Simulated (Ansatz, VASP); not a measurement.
**NaI in VASP and in Ansatz**

```xyz
2
Lattice="0.0000 3.2842 3.2842 3.2842 0.0000 3.2842 3.2842 3.2842 0.0000" Properties=species:S:1:pos:R:3 pbc="T T T"
Na    0.0000    0.0000    0.0000
I     3.2842    3.2842    3.2842
```

Change from the starting cell: hydrostatic strain +1.7%.

Alike in both runs: task single point; functional r2SCAN; k mesh 8 × 8 × 8; no spin polarisation.

```csv
,VASP,Ansatz
version,VASP 6.6.1,Ansatz 0.2.0
potentials or method,"VASP PAW PBE potentials, release 64 (Na_pv, I)","plane waves, PAW"
plane-wave cutoff (eV),520,500
occupations,"gaussian, width 0.01 eV",fixed
valence electrons in the cell,14,26
```

VASP gave:

| Quantity | Value |
| --- | --- |
| gap on the k mesh at the Fermi level (eV) | 4.31 |
| pressure (GPa) | -0.8 |

Q: Estimate Ansatz's values.

A: gap on the k mesh at the Fermi level (eV): 4.30; pressure (GPa): -0.8.

VASP's potentials were made for PBE, not for r2SCAN. VASP's potentials hold 14 valence electrons a cell and Ansatz's 26, so a difference there can come from the potentials and not from the codes.

Spin-orbit coupling is off throughout.
